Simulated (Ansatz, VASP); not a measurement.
## Bi in VASP and in Ansatz

File INCAR:

```
PREC     = Accurate       # precision mode
ENCUT    = 520            # plane-wave cutoff, eV
EDIFF    = 1E-6           # SCF threshold, eV
ISMEAR   = -1             # smearing method
SIGMA    = 0.03           # smearing width, eV
LREAL    = F              # projectors in reciprocal space
LASPH    = T              # aspherical terms in the spheres
NELM     = 100            # most SCF steps
ALGO     = Normal         # electronic algorithm
ISIF     = 2              # what is computed and relaxed
LWAVE    = F              # write WAVECAR
LCHARG   = T              # write CHGCAR
GGA      = PS             # functional
LELF     = T              # ELF
LVHAR    = T            
NBANDS   = 22             # bands
```

KPOINTS

```
Automatic mesh
0
Gamma
  9 9 3
```

Contents of POSCAR:

```
Bi
1.0
    4.6280229066      0.0000000000      0.0000000000
   -2.3140114533      4.0079854064      0.0000000000
    0.0000000000      0.0000000000     12.0610000764
Bi
2
Direct
    0.3333333333      0.6666666667      0.2500000000
    0.6666666667      0.3333333333      0.7500000000
```

Input for Ansatz:

```yaml
crystal:
  lattice:
    - [4.6280229066, 0.0, 0.0]
    - [-2.3140114533, 4.0079854064, 0.0]
    - [0.0, 0.0, 12.0610000764]
  atoms:
    - { symbol: Bi, position: [0.3333333333, 0.6666666667, 0.25] }
    - { symbol: Bi, position: [0.6666666667, 0.3333333333, 0.75] }
kpoints:
  mp_grid: { grid: [9, 9, 3] }
  band_path:
    path:
      - [0.0, 0.0, 0.0]
      - [0.5, 0.0, 0.0]
      - [0.3333333333, 0.3333333333, 0.0]
      - [0.0, 0.0, 0.0]
      - [0.0, 0.0, 0.5]
      - [0.5, 0.0, 0.5]
      - [0.3333333333, 0.3333333333, 0.5]
      - [0.0, 0.0, 0.5]
      - [0.5, 0.0, 0.5]
    npoints: 5
scf:
  occupations: { method: fermi_dirac, width: 0.03 }
hamiltonian:
  xc: pbesol
  pseudopotentials: { kind: all_electron, lapw: { basis_error: 0.0005 } }
output:
  forces: true
  stress: true
  eigenvalues: true
```

Change from the starting cell: volume scaled by 1.06.

Alike in both runs: task single point; functional PBEsol; k mesh 9 × 9 × 3; occupations fermi-dirac, width 0.03 eV; no spin polarisation.

```csv
,VASP,Ansatz
version,VASP 6.6.1,Ansatz 0.2.0
potentials or method,"VASP PAW PBE potentials, release 64 (Bi_d), cutoff 520 eV","all-electron LAPW, scalar-relativistic"
```

```csv
,VASP,Ansatz,Ansatz less VASP
pressure (GPa),-3.2,-3.2,+0.02
"traceless stress, the component that is largest in VASP (GPa)",2.89,2.89,+0.004
```

VASP's potentials were made for PBE, not for PBEsol. Ansatz ran all-electron here, and VASP with PAW potentials.

Spin-orbit coupling is off throughout.
